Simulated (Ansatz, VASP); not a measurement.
## Two plane-wave programs on Ga

```
Ga
1.0
     1.38300   -4.02650    0.00000
     1.38300    4.02650    0.00000
    -0.11745    0.00000    3.32993
Ga
2
Direct
  0.86900 0.13100 0.25000
  0.13100 0.86900 0.75000
```

Alike in both runs: task single point; functional r2SCAN; k mesh 8 × 8 × 6; occupations gaussian, width 0.1 eV; no spin polarisation.

|  | VASP | Ansatz |
| --- | --- | --- |
| version | VASP 6.6.1 | Ansatz 0.2.0 |
| potentials or method | VASP PAW PBE potentials, release 64 (Ga_d), cutoff 520 eV | scalar-relativistic, plane waves, PAW |
| valence electrons in the cell | 26 | 26 |

```tsv
	VASP	Ansatz	Ansatz less VASP
gap on the k mesh at the Fermi level (eV)	none	none	-
pressure (GPa)	-1.1	-1.1	+0.02
traceless stress, the component that is largest in VASP (GPa)	-2.39	-2.45	-0.053
rms of the force components (eV/Å)	0.126	0.130	+0.0042
```

VASP's potentials were made for PBE, not for r2SCAN. Atom by atom the forces differ by 0.004 eV/Å (rms over components). A gap of «none» marks a metal or a gap that the smearing closes.
